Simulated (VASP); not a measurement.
Runs of VASP 6.6.1 on Cu3Te. The structure is that of space group Pm-3m (No. 221), or close to it. The cells are those of the table. 

```tsv
cell	gap on the mesh (eV)	pressure (GPa)
a = 3.947 Å, 4 atoms	none	(b)
a = 3.868, b = 3.868, c = 3.947 Å, 4 atoms	none	2.1
a = 4.026, b = 4.026, c = 3.947 Å, 4 atoms	none	-5.5
a = 3.999, b = 3.999, c = 3.947 Å, 4 atoms	none	-4.5
a = 3.894, b = 3.894, c = 3.947 Å, 4 atoms	none	0.6
a = 3.973, b = 3.973, c = 3.947 Å, 4 atoms	none	-3.3
a = 3.920, b = 3.920, c = 3.947 Å, 4 atoms	none	(a)
```

Alike in all rows: task single point; level r2SCAN; potentials or basis VASP PAW PBE potentials, release 64 (Cu, Te); no spin polarisation; k mesh 6 × 6 × 6; cutoff (eV) 520; smearing fermi-dirac 0.1 eV.

Q: Estimate the missing entries.

A: (a) -0.8; (b) -2.2.

Caveats: the PAW data sets were made with another functional, which shifts forces and pressure a little; spin-orbit coupling is left out, which moves the levels of the heavy elements.

A k mesh can miss the band edges, and the runs leave out spin-orbit coupling on Te.

A gap of «none» marks levels without a gap at the run's occupations.
